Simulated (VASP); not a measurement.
# Pt (P6/mmm) in VASP: further runs

Pt is run at these levels: PBE; tasks: single point, relaxation of cell and atoms.

All numbers are computed with VASP 6.6.1; they aren't measurements. Logs are shortened: lines on timing, memory, paths and dates and some standing lists are left out, and cuts for length are marked.

### Step 1. The cell of the first run

Symmetry: P6/mmm, No. 191, hexagonal system. The conventional cell has a = 3.975 Å, b = 3.975 Å, c = 2.367 Å, α = 90.00°, β = 90.00°, γ = 120.00°. Pt (site symmetry 6/mmm) has 14 Pt at 2.37 to 2.58 Å within 3.1 Å. Pt (site symmetry -6m2) has 11 Pt at 2.30 to 2.58 Å within 3.0 Å.

This isn't the form of Pt at room conditions, which is fcc.

### Step 2. Single point, PBE

Contents of INCAR:

```
  ALGO = Normal
  EDIFF = 1E-6
  ENCUT = 520
  GGA = PE
  ISIF = 2
  ISMEAR = -1
  LASPH = T
  LCHARG = T
  LELF = T
  LREAL = F
  LVHAR = T
  LWAVE = F
  NBANDS = 22
  NELM = 100
  PREC = Accurate
  SIGMA = 0.05
```

Contents of KPOINTS:

```
k-points
0
Gamma
  9 9 13
```

Contents of POSCAR:

```
Pt
1.0
    3.9754141545      0.0000000000      0.0000000000
   -1.9877070772      3.4428096484      0.0000000000
    0.0000000000      0.0000000000      2.3672913956
Pt
3
Direct
    0.0000000000      0.0000000000      0.0000000000
    0.3333333333      0.6666666667      0.5000000000
    0.6666666667      0.3333333333      0.5000000000
```

Potentials or basis: VASP PAW PBE potentials, release 64 (Pt).

Command:

```console
cat potpaw_PBE.64/Pt/POTCAR > POTCAR
mpirun -np 1 vasp_std > vasp.out
```

OUTCAR:

```text
EDIFF = 1E-6
   ENCUT = 520
   GGA = PE
   ISIF = 2
   ISMEAR = -1
   LASPH = T
   LREAL = F
   NELM = 100
   PREC = Accurate

 ion  position               nearest neighbor table
   1  0.000  0.000  0.000-   2 2.58   3 2.58   2 2.58   3 2.58   3 2.58   3 2.58   2 2.58   2 2.58
                             3 2.58   3 2.58   2 2.58   2 2.58
   2  0.333  0.667  0.500-   3 2.30   3 2.30   3 2.30   1 2.58   1 2.58   1 2.58   1 2.58   1 2.58
                             1 2.58   3 3.30   3 3.30   3 3.30   3 3.30   3 3.30   3 3.30
   3  0.667  0.333  0.500-   2 2.30   2 2.30   2 2.30   1 2.58   1 2.58   1 2.58   1 2.58   1 2.58
                             1 2.58   2 3.30   2 3.30   2 3.30   2 3.30   2 3.30   2 3.30

  LATTYP: Found a hexagonal cell.
 ALAT       =     3.9754141545
 C/A-ratio  =     0.5954829619

  Lattice vectors:

 A1 = (   3.9754141545,   0.0000000000,   0.0000000000)
 A2 = (  -1.9877070772,   3.4428096484,   0.0000000000)
 A3 = (   0.0000000000,   0.0000000000,   2.3672913956)

Analysis of symmetry for initial positions (statically):
=====================================================================
 Subroutine PRICEL returns:
 Original cell was already a primitive cell.

 Routine SETGRP: Setting up the symmetry group for a
 hexagonal supercell.

 Subroutine GETGRP returns: Found 24 space group operations
 (whereof 24 operations were pure point group operations)
 out of a pool of 24 trial point group operations.

The static configuration has the point symmetry D_6h.

Analysis of symmetry for dynamics (positions and initial velocities):
=====================================================================
 Subroutine PRICEL returns:
 Original cell was already a primitive cell.

 Routine SETGRP: Setting up the symmetry group for a
 hexagonal supercell.

 Subroutine GETGRP returns: Found 24 space group operations
 (whereof 24 operations were pure point group operations)
 out of a pool of 24 trial point group operations.

The dynamic configuration has the point symmetry D_6h.

 Subroutine INISYM returns: Found 24 space group operations
 (whereof 24 operations are pure point group operations),
 and found     1 'primitive' translations

----------------------------------------------------------------------------------------

                                     Primitive cell

  volume of cell :      32.4002

  direct lattice vectors                    reciprocal lattice vectors
     3.975414155  0.000000000  0.000000000     0.251546119  0.145230219  0.000000000
    -1.987707077  3.442809648  0.000000000     0.000000000  0.290460438  0.000000000
     0.000000000  0.000000000  2.367291396     0.000000000  0.000000000  0.422423704

  length of vectors
     3.975414155  3.975414155  2.367291396     0.290460438  0.290460438  0.422423704

  position of ions in fractional coordinates (direct lattice)
     0.000000000  0.000000000  0.000000000
     0.333333333  0.666666667  0.500000000
     0.666666667  0.333333333  0.500000000

  ion indices of the primitive-cell ions
   primitive index   ion index
                 1           1
                 2           2
                 3           3

----------------------------------------------------------------------------------------

 KPOINTS: k-points

Automatic generation of k-mesh.
 Grid dimensions read from file:
 generate k-points for:    9    9   13

 Generating k-lattice:

  Cartesian coordinates                     Fractional coordinates (reciprocal lattice)
     0.027949569  0.016136691  0.000000000     0.111111111 -0.000000000  0.000000000
     0.000000000  0.032273382  0.000000000     0.000000000  0.111111111  0.000000000
     0.000000000  0.000000000  0.032494131     0.000000000  0.000000000  0.076923077

  Length of vectors
     0.032273382  0.032273382  0.032494131

  Shift w.r.t. Gamma in fractional coordinates (k-lattice)
     0.000000000  0.000000000  0.000000000

 Subroutine IBZKPT returns following result:
 ===========================================

 Found     84 irreducible k-points:

 Following reciprocal coordinates:
            Coordinates               Weight
  0.000000  0.000000  0.000000      1.000000
  0.111111  0.000000  0.000000      6.000000
  0.222222 -0.000000  0.000000      6.000000
  0.333333 -0.000000  0.000000      6.000000
  0.444444 -0.000000  0.000000      6.000000
  0.111111  0.111111  0.000000      6.000000
[... 16 lines left out ...]
  0.333333  0.222222  0.076923     24.000000
  0.333333  0.333333  0.076923      4.000000
 [... further k-points ...]
   k-points           NKPTS =     84   k-points in BZ     NKDIM =     84   number of bands    NBANDS=     22
   number of dos      NEDOS =    301   number of ions     NIONS =      3
   total plane-waves  NPLWV =  16200
   dimension x,y,z NGX =    30 NGY =   30 NGZ =   18
   dimension x,y,z NGXF=    60 NGYF=   60 NGZF=   36
   ions per type =               3
   NGX,Y,Z   is equivalent  to a cutoff of  12.55, 12.55, 12.64 a.u.
   NGXF,Y,Z  is equivalent  to a cutoff of  25.09, 25.09, 25.28 a.u.
 SYSTEM =  unknown system
   PREC   = accura    normal or accurate (medium, high low for compatibility)
   ISTART =      0    job   : 0-new  1-cont  2-samecut
   ICHARG =      2    charge: 1-file 2-atom 10-const
   ISPIN  =      1    spin polarized calculation?
   LNONCOLLINEAR =      F non collinear calculations
   LSORBIT =      F    spin-orbit coupling
   LASPH  =      T    aspherical Exc in radial PAW
   ENCUT  =  520.0 eV  38.22 Ry    6.18 a.u.   7.39  7.39  4.40*2*pi/ulx,y,z
   NELM   =    100;   NELMIN=  2; NELMDL= -5     # of ELM steps
   EDIFF  = 0.1E-05   stopping-criterion for ELM
   LREAL  =      F    real-space projection
   EDIFFG = 0.1E-04   stopping-criterion for IOM
   NSW    =      0    number of steps for IOM
   IBRION =     -1    ionic relax: 0-MD 1-quasi-New 2-CG
   NFREE  =      0    steps in history (QN), initial steepest desc. (CG)
   ISIF   =      2    stress and relaxation
   ISYM   =      2    0-nonsym 1-usesym 2-fastsym
   POTIM  = 0.5000    time-step for ionic-motion
   TEBEG  =    0.0;   TEEND  =   0.0 temperature during run
   PSTRESS=    0.0 pullay stress
   NELECT =      30.0000    total number of electrons
   NUPDOWN=      -1.0000    fix difference up-down
   EMIN   =  10.00;   EMAX   =-10.00  energy-range for DOS
   EFERMI =   0.00;   METHOD = LEGACY
   ISMEAR =    -1;   SIGMA  =   0.05  broadening in eV -4-tet -1-fermi 0-gaus
   EFERMI_NEDOS =   21; number of points for ismear=-14 and -15
   IALGO  =     38    algorithm
   IMIX   =      4    mixing-type and parameters
     AMIX     =   0.40;   BMIX     =  1.00
     AMIX_MAG =   1.60;   BMIX_MAG =  1.00
  volume/ion in A,a.u.               =      10.80        72.88
  Fermi-wavevector in a.u.,A,eV,Ry     =   1.595633  3.015308 34.641020  2.546043
  Thomas-Fermi vector in A             =   2.693521
   LORBIT       =      0    0 simple, 1 ext, 2 COOP (PROOUT), +10 PAW based schemes
   GGA     = PE    functional components
   LHFCALC =     F    Hartree Fock is set to
   AEXX    =    0.0000 exact exchange contribution
   IVDW    =     0    specifies the selected vdW correction
   LEPSILON=     F    determine dielectric tensor
   LRPA    =     F    only Hartree local field effects (RPA)
 non-spin polarized calculation
  energy-cutoff  :      520.00
  volume of cell :       32.40
 maximum number of plane-waves:       903
 NGX is ok and might be reduce to    30
   NGX = 15   NGY = 15   NGZ =  9

 number of electron      30.0000001 magnetization

 Free energy of the ion-electron system (eV)
  ---------------------------------------------------
  ext. energy  EPLUGINS =         0.00000000
  ---------------------------------------------------
  free energy    TOTEN  =        -9.35893137 eV

  energy without entropy =       -9.32405333  energy(sigma->0) =       -9.34149235

 E-fermi :  18.8713     XC(G=0): -15.5482

 val. band max:       18.8625434746   @ k =   0.3333   0.2222   0.2308
 cond. band min:      18.8746826716   @ k =   0.3333   0.2222   0.3846
 fundamental gap:      0.0121391970
 Fermi energy:        18.8712568284

 k-point     1 :       0.0000    0.0000    0.0000
  band No.  band energies     occupation
      1       4.5043      2.00000
      2       7.7183      2.00000
      3      10.6454      2.00000
      4      11.6544      2.00000
      5      11.6544      2.00000
      6      11.6713      2.00000
[... 14 lines left out ...]
     21      28.7453      0.00000
     22      28.7453      0.00000

 k-point     2 :       0.1111    0.0000    0.0000
  band No.  band energies     occupation
      1       4.7526      2.00000
      2       7.8058      2.00000
      3      10.2055      2.00000
      4      10.6827      2.00000
      5      10.9365      2.00000
      6      11.6426      2.00000
[... 14 lines left out ...]
     21      30.7309      0.00000
     22      30.8122      0.00000

 k-point     3 :       0.2222   -0.0000    0.0000
  band No.  band energies     occupation
      1       5.4534      2.00000
      2       7.9936      2.00000
      3       9.1340      2.00000
      4      10.1477      2.00000
      5      10.4804      2.00000
      6      11.4291      2.00000
[... 14 lines left out ...]
     21      31.9845      0.00000
     22      32.3476      0.00000
[... 476 lines left out ...]
 k-point    23 :       0.3333    0.2222    0.0769
  band No.  band energies     occupation
      1       7.2612      2.00000
      2       8.0277      2.00000
      3       8.3117      2.00000
      4       9.9729      2.00000
      5      10.3456      2.00000
      6      11.0737      2.00000
[... 14 lines left out ...]
     21      34.0454      0.00000
     22      34.3030      0.00000

 k-point    24 :       0.3333    0.3333    0.0769
  band No.  band energies     occupation
      1       7.1697      2.00000
      2       8.1675      2.00000
      3       8.1675      2.00000
      4      10.2313      2.00000
      5      10.2313      2.00000
      6      10.9802      2.00000
[... 14 lines left out ...]
     21      33.4302      0.00000
     22      35.0762      0.00000

 [... further k-points ...]

------------------------ aborting loop because EDIFF is reached ----------------------------------------

  FORCE on cell =-STRESS in cart. coord.  units (eV):
  Direction    XX          YY          ZZ          XY          YZ          ZX
  --------------------------------------------------------------------------------------
  -------------------------------------------------------------------------------------
  Total       52.6336783     52.6336783     52.7960468      0.0000000     -0.0000000      0.0000000
  in kB     2602.7184667   2602.7184668   2610.7475347      0.0000000     -0.0000000      0.0000000
  external PRESSURE =    2605.3948227 kB  Pullay stress =       0.0000000 kB

 VOLUME and BASIS-vectors are now :
 -----------------------------------------------------------------------------
  energy-cutoff  :      520.00
  volume of cell :       32.40
      direct lattice vectors                 reciprocal lattice vectors
     3.975414155  0.000000000  0.000000000     0.251546119  0.145230219  0.000000000
    -1.987707077  3.442809648  0.000000000     0.000000000  0.290460438  0.000000000
     0.000000000  0.000000000  2.367291396     0.000000000  0.000000000  0.422423704

 POSITION                                       TOTAL-FORCE (eV/Angst)
 -----------------------------------------------------------------------------------
      0.00000      0.00000      0.00000        -0.000000     -0.000000      0.000000
     -0.00000      2.29521      1.18365         0.000000      0.000000      0.000000
      1.98771      1.14760      1.18365        -0.000000     -0.000000      0.000000
 -----------------------------------------------------------------------------------
    total drift:                               -0.000000      0.000000      0.000000

  FREE ENERGIE OF THE ION-ELECTRON SYSTEM (eV)
  ---------------------------------------------------
  free  energy   TOTEN  =        -9.3589313666 eV

  energy  without entropy=       -9.3240533344  energy(sigma->0) =       -9.34149235
```

Run time: 69 s. Hardware: 1 thread of Intel Xeon 8259CL, shared host; peak memory 0.18 GiB.

Results:

```yaml
Free_energy: -9.3589 eV
Pressure: 260.5 GPa
Band_gap_on_the_k_mesh: zero (bands 15 and 16 overlap by 2.42 eV)
```

Caveat: the cell stands under pressure; spin-orbit coupling is left out, which moves the levels of the heavy elements.

### Step 3. Single point, PBE

Contents of INCAR:

```
SYSTEM = Pt
  ALGO = Normal
  EDIFF = 1E-6
  ENCUT = 520
  GGA = PE
  ISIF = 2
  ISMEAR = -1
  LASPH = .True.
  LCHARG = .True.
  LELF = .True.
  LREAL = .False.
  LVHAR = .True.
  LWAVE = .False.
  NBANDS = 22
  NELM = 80
  PREC = Accurate
  SIGMA = 0.05
```

Contents of KPOINTS:

```
k-points
0
Gamma
  9 9 13
  0 0 0
```

Contents of POSCAR:

```
Pt
1.0
    3.9749130801      0.0000000000      0.0000000000
   -1.9874565400      3.4423757052      0.0000000000
    0.0000000000      0.0000000000      2.3672093158
Pt
3
Direct
    0.0000000000      0.0000000000      0.0000000000
    0.3333333333      0.6666666667      0.5000000000
    0.6666666667      0.3333333333      0.5000000000
```

Potentials or basis: VASP PAW PBE potentials, release 64 (Pt).

Command:

```console
cat potpaw_PBE.64/Pt/POTCAR > POTCAR
mpirun -np 1 vasp_std > vasp.out
```

It took 60 s on 1 thread of Intel Xeon 8259CL, shared host; peak memory 0.18 GiB.

It converged, with:

```
Free energy            : -9.3438 eV
Pressure               : 260.9 GPa
Band gap on the k mesh : zero (bands 15 and 16 overlap by 2.42 eV)
```

Stress tensor (GPa, compression positive):
```
260.70   0.00   0.00
  0.00 260.70   0.00
  0.00   0.00 261.36
```

Levels at points of the mesh, in eV from the Fermi level:
```csv
k point,band 11,band 12,band 13,band 14,band 15,band 16,band 17,band 18,band 19,band 20
"(0.00, 0.00, 0.00)",-3.68,-3.68,-3.50,-3.50,0.79,0.79,7.14,8.27,9.72,9.72
```

Caveat: the cell stands under pressure; spin-orbit coupling is left out, which moves the levels of the heavy elements.

### Step 4. Relaxation of cell and atoms, PBE, target pressure 260 GPa, at which the enthalpy is minimised

This run uses another cell than the first one, of 10.65 Å³/atom.

Contents of INCAR:

```
SYSTEM = Pt
ALGO = Normal ; EDIFF = 1E-7
EDIFFG = -0.005 ; ENCUT = 600
GGA = PE ; IBRION = 2
ISIF = 3 ; ISMEAR = -1
LASPH = .TRUE. ; LCHARG = .FALSE.
LREAL = .FALSE. ; LWAVE = .FALSE.
NELM = 60 ; NSW = 60
PREC = Accurate ; PSTRESS = 2600.0
SIGMA = 0.05
```

Contents of KPOINTS:

```
k-points
0
G
  9 9 13
  0 0 0
```

Contents of POSCAR:

```
Pt
1.0
    3.9046052595      0.0000000000      0.0000000000
   -1.9523026297      3.3814873464      0.0000000000
    0.0000000000      0.0000000000      2.4208552609
Pt
3
Direct
    0.0000000000      0.0000000000      0.0000000000
    0.3333333333      0.6666666667      0.5000000000
    0.6666666667      0.3333333333      0.5000000000
```

Potentials or basis: VASP PAW PBE potentials, release 64 (Pt).

Command:

```console
cat potpaw_PBE.64/Pt/POTCAR > POTCAR
mpirun -np 1 vasp_std > vasp.out
```

OUTCAR:

```text
SYSTEM = Pt
   EDIFF = 1E-7
   EDIFFG = -0.005
   ENCUT = 600
   GGA = PE
   IBRION = 2
   ISIF = 3
   ISMEAR = -1
   LASPH = .TRUE.
   LREAL = .FALSE.
   NELM = 60
   NSW = 60
   PREC = Accurate
   PSTRESS = 2600.0

 ion  position               nearest neighbor table
   1  0.000  0.000  0.000-   2 2.56   3 2.56   2 2.56   3 2.56   2 2.56   2 2.56   3 2.56   3 2.56
                             3 2.56   3 2.56   2 2.56   2 2.56
   2  0.333  0.667  0.500-   3 2.25   3 2.25   3 2.25   1 2.56   1 2.56   1 2.56   1 2.56   1 2.56
                             1 2.56   3 3.31   3 3.31   3 3.31   3 3.31   3 3.31   3 3.31
   3  0.667  0.333  0.500-   2 2.25   2 2.25   2 2.25   1 2.56   1 2.56   1 2.56   1 2.56   1 2.56
                             1 2.56   2 3.31   2 3.31   2 3.31   2 3.31   2 3.31   2 3.31

  LATTYP: Found a hexagonal cell.
 ALAT       =     3.9046052595
 C/A-ratio  =     0.6200000000

  Lattice vectors:
[... 384 lines left out ...]
  ---------------------------------------------------
  free energy    TOTEN  =        -9.38577367 eV

  energy without entropy =       -9.35077601  energy(sigma->0) =       -9.36827484

 E-fermi :  18.8578     XC(G=0): -15.5448

 val. band max:       18.8503480239   @ k =   0.3333   0.2222   0.2308
 cond. band min:      18.8623777858   @ k =   0.3333   0.2222   0.3846
 fundamental gap:      0.0120297619
 Fermi energy:        18.8577687675

 k-point     1 :       0.0000    0.0000    0.0000
  band No.  band energies     occupation
      1       4.4976      2.00000
      2       7.7145      2.00000
      3      10.6455      2.00000
      4      11.6454      2.00000
      5      11.6454      2.00000
      6      11.6720      2.00000
[... 505 lines left out ...]
      6      10.9781      2.00000
[... 11 lines left out ...]
     18      18.9685      0.19694
     19      31.8979      0.00000

 [... further k-points ...]

------------------------ aborting loop because EDIFF is reached ----------------------------------------

  FORCE on cell =-STRESS in cart. coord.  units (eV):
  Direction    XX          YY          ZZ          XY          YZ          ZX
  --------------------------------------------------------------------------------------
  -------------------------------------------------------------------------------------
  Total       52.6107796     52.6107796     52.6077914      0.0000000      0.0000000      0.0000000
  in kB     2600.2500537   2600.2500535   2600.1023644      0.0000001      0.0000000      0.0000000
  external PRESSURE =       0.2008239 kB  Pullay stress =    2600.0000000 kB
[... 22 lines left out ...]
  energy  without entropy=       -9.3507760127  energy(sigma->0) =       -9.36827484

  enthalpy is  TOTEN    =        43.2199466344 eV   P V=       52.6057203049

 reached required accuracy - stopping structural energy minimisation
```

CONTCAR:

```text
Pt
   1.00000000000000
     3.9752980936389877    0.0000000000254423   -0.0000000000000000
    -1.9876490467465551    3.4427091365476072   -0.0000000000000000
     0.0000000000000000    0.0000000000000000    2.3686460777814964
  Pt
     3
Direct
     0.0000000000000000    0.0000000000000000    1.0000000000000000
     0.3333333332999970    0.6666666667000030    0.5000000000000000
     0.6666666667000030    0.3333333332999970    0.5000000000000000

  0.00000000E+00  0.00000000E+00  0.00000000E+00
  0.00000000E+00  0.00000000E+00  0.00000000E+00
  0.00000000E+00  0.00000000E+00  0.00000000E+00
```

It took 2 min on 1 thread of Intel Xeon 6975P-C (Granite Rapids), shared host; peak memory 0.2 GiB.

Results:

```
Free energy                                                : -9.3858 eV
Relaxed volume                                             : 10.81 Å³/atom
Relaxed cell                                               : a = 3.975 Å, b = 3.975 Å, c = 2.369 Å, α = 90.00°, β = 90.00°, γ = 120.00°
Space group after relaxing (to 0.1 Å)                      : P6/mmm (No. 191)
Energy change on relaxing (the run minimises the enthalpy) : -303.8 meV/atom
Ionic steps                                                : 10
Pressure after relaxing                                    : 260.0 GPa
Band gap on the k mesh                                     : zero (bands 15 and 16 overlap by 2.41 eV)
```

Step by step:
| step | energy change (eV) | largest force (eV/Å) | pressure (GPa) | volume (Å³) |
| --- | --- | --- | --- | --- |
| 1 | 0.0000 | 0.0000 | 281.11 | 31.96 |
| 2 | -5.9310 | 0.0000 | 106.69 | 38.54 |
| 3 | -1.6784 | 0.0000 | 240.56 | 32.92 |
| 4 | -1.4527 | 0.0000 | 246.13 | 32.78 |
| 5 | 3.4347 | 0.0000 | 350.81 | 30.67 |
| 6 | -1.0165 | 0.0000 | 257.38 | 32.48 |
| 7 | -0.9615 | 0.0000 | 258.75 | 32.45 |
| 8 | -0.9419 | 0.0000 | 259.24 | 32.44 |
| 9 | -0.7248 | 0.0000 | 264.69 | 32.30 |
| 10 | -0.9114 | 0.0000 | 260.02 | 32.42 |

Final structure:
```
Pt
1.0
     3.97530    0.00000    0.00000
    -1.98765    3.44271    0.00000
     0.00000    0.00000    2.36865
Pt
3
Direct
  0.00000 0.00000 0.00000
  0.33333 0.66667 0.50000
  0.66667 0.33333 0.50000
```

Caveat: the cell is relaxed towards a set pressure, so the run minimises the enthalpy, not the energy; spin-orbit coupling is left out, which moves the levels of the heavy elements.
